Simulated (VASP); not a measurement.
Input of a VASP 6.6.1 run:

INCAR

```
PREC     = Accurate       # precision mode
ENCUT    = 520            # plane-wave cutoff, eV
EDIFF    = 1E-7           # SCF threshold, eV
ISMEAR   = -1             # smearing method
SIGMA    = 0.15           # smearing width, eV
LREAL    = False          # projectors in reciprocal space
LASPH    = True           # aspherical terms in the spheres
NELM     = 80             # most SCF steps
ALGO     = Fast           # electronic algorithm
ISIF     = 2              # what is computed and relaxed
LWAVE    = False          # write WAVECAR
LCHARG   = False          # write CHGCAR
GGA      = PE             # functional
NBANDS   = 13             # bands
```

File KPOINTS:

```
regular mesh
0
Gamma
  20 20 20
```

POSCAR

```
Mo
1.0
   -1.5124833508      1.5124833508      1.5124833508
    1.5124833508     -1.5124833508      1.5124833508
    1.5124833508      1.5124833508     -1.5124833508
Mo
1
Direct
    0.0000000000      0.0000000000      0.0000000000
```

Potentials or basis: VASP PAW PBE potentials, release 64 (Mo_sv).

Command:

```bash
$ cat potpaw_PBE.64/Mo_sv/POTCAR > POTCAR
$ mpirun -np 1 vasp_std > vasp.out
```

What does it give for the pressure?

45.9 GPa.

Predict the band gap on the k mesh.

zero (bands 7 and 8 overlap by 6.35 eV).

Caveat: the cell stands under pressure.
